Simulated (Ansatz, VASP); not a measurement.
**SnO in VASP and in Ansatz**

```
CELL_PARAMETERS angstrom
4.01159 0.00000 0.00000
0.00000 3.82056 0.00000
0.00000 0.00000 30.63340
ATOMIC_POSITIONS crystal
Sn 0.50000 0.00000 0.46248
Sn 0.00000 0.50000 0.53752
O 0.00000 0.00000 0.49845
O 0.50000 0.50000 0.50155
```

Change from the starting cell: strain along x +0.050, atoms relaxed.

Alike in both runs: functional PBE; dispersion D3(BJ); k mesh 6 × 6 × 1; occupations gaussian, width 0.02 eV; no spin polarisation.

Ansatz relaxed the structure, and its values are those at the end. VASP's run is a single point on that final structure, the one shown.

```csv
,VASP,Ansatz
version,VASP 6.6.1,Ansatz 0.2.0
potentials or method,"VASP PAW PBE potentials, release 64 (Sn_d, O), cutoff 520 eV","scalar-relativistic, plane waves, PAW"
valence electrons in the cell,40,40
```

VASP gave:

* gap on the k mesh at the Fermi level (eV): 2.73
* least direct gap on the mesh (eV): 2.77
* rms of the force components (eV/Å): 0.032

Question: Which values does Ansatz return?

Answer: gap on the k mesh at the Fermi level (eV): 2.79; least direct gap on the mesh (eV): 2.83; rms of the force components (eV/Å): 0.000.

Ansatz's warnings: stress scf threshold loose, xc potential rough in thin density.
